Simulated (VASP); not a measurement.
Here is a VASP 6.6.1 calculation.

The input INCAR:

```
SYSTEM = TiB2
PREC     = Accurate       ! precision mode
ENCUT    = 600            ! plane-wave cutoff, eV
EDIFF    = 1E-6           ! SCF threshold, eV
ISMEAR   = 0              ! smearing method
SIGMA    = 0.1            ! smearing width, eV
LREAL    = .FALSE.        ! projectors in reciprocal space
LASPH    = .TRUE.         ! aspherical terms in the spheres
NELM     = 60             ! most SCF steps
ALGO     = Normal         ! electronic algorithm
ISIF     = 3              ! what is computed and relaxed
LWAVE    = .FALSE.        ! write WAVECAR
LCHARG   = .FALSE.        ! write CHGCAR
GGA      = PS             ! functional
IBRION   = 2              ! ionic algorithm
NSW      = 70             ! ionic steps
EDIFFG   = -0.005         ! ionic threshold
```

File KPOINTS:

```
Automatic mesh
0
G
  18 18 14
  0 0 0
```

The input POSCAR:

```
TiB2
1.0
    3.0318049187      0.0000000000      0.0000000000
   -1.5159024594      2.6256200789      0.0000000000
    0.0000000000      0.0000000000      3.2242298103
Ti B
1 2
Direct
    0.0000000000      0.0000000000      0.0000000000
    0.3333333333      0.6666666667      0.5000000000
    0.6666666667      0.3333333333      0.5000000000
```

Potentials or basis: VASP PAW PBE potentials, release 64 (Ti_sv, B).

The run is started by

```console
$ cat potpaw_PBE.64/Ti_sv/POTCAR potpaw_PBE.64/B/POTCAR > POTCAR
$ mpirun -np 1 vasp_std > vasp.out
```

**Question.** Predict the space group after relaxing (to 0.1 Å).

**Answer.** P6/mmm (No. 191).

**Question.** Predict the band gap on the k mesh.

**Answer.** Zero (bands 9 and 10 overlap by 0.63 eV).

**Question.** Estimate the relaxed volume.

**Answer.** 8.38 Å³/atom.

Final structure:
```xyz
3
Lattice="3.0184 0.0000 0.0000 -1.5092 2.6141 0.0000 0.0000 0.0000 3.1866" Properties=species:S:1:pos:R:3 pbc="T T T"
Ti    3.0184    0.0000    0.0000
B     0.0000    1.7427    1.5933
B     1.5092    0.8714    1.5933
```

Caveat: the PAW data sets were made with another functional, which shifts forces and pressure a little.
